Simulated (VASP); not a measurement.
Set up this calculation in VASP 6.6.1, as the native input.

* Task: single point
* Functional: PBE
* Potentials or basis: VASP PAW PBE potentials, release 64 (Os, Au)
* Cutoff: 600 eV
* k mesh: 4 × 4 × 4
* Occupations: gaussian, width 0.1 eV
* Spin: no spin polarisation
* Dipole correction: no
* Further INCAR settings: ALGO = Normal; EDIFF = 1e-06; NBANDS = 26

The structure of Os3Au lies in POSCAR:

```
Os3Au
1.0
    3.9135530993      0.0000000000      0.0000000000
    0.0000000000      3.9135530993      0.0000000000
    0.0000000000      0.0000000000      3.9135530993
Os Au
3 1
Direct
    0.5000000000      0.0000000000      0.5000000000
    0.0000000000      0.5000000000      0.5000000000
    0.5000000000      0.5000000000      0.0000000000
    0.0000000000      0.0000000000      0.0000000000
```

The cell was generated, and may not be a known phase.

These files were run (other wordings do the same):

INCAR

```
SYSTEM = Os3Au
PREC = Accurate
ENCUT = 600
EDIFF = 1E-6
ISMEAR = 0
SIGMA = 0.1
LREAL = .FALSE.
LASPH = .TRUE.
NELM = 120
ALGO = Normal
ISIF = 2
LWAVE = .FALSE.
LCHARG = .TRUE.
GGA = PE
LELF = .TRUE.
LVHAR = .TRUE.
NBANDS = 26
GGA_COMPAT = .FALSE.
```

KPOINTS

```
Automatic mesh
0
G
  4 4 4
  0 0 0
```

Potentials or basis: VASP PAW PBE potentials, release 64 (Os, Au).

The run is started by

```console
$ cat potpaw_PBE.64/Os/POTCAR potpaw_PBE.64/Au/POTCAR > POTCAR
$ mpirun -np 1 vasp_std > vasp.out
```

Results of the run:

The pressure is 0.8 GPa. The band gap on the k mesh is zero (an odd number of electrons rules out a gap without spin polarisation).

Caveat: the k points lie up to 0.40 Å⁻¹ apart, too coarse for converged energies and pressures of a metal; spin-orbit coupling is left out, which moves the levels of the heavy elements.

Run time: 16 s on 1 thread of Intel Xeon 8259CL (shared host), peak memory 0.18 GiB.
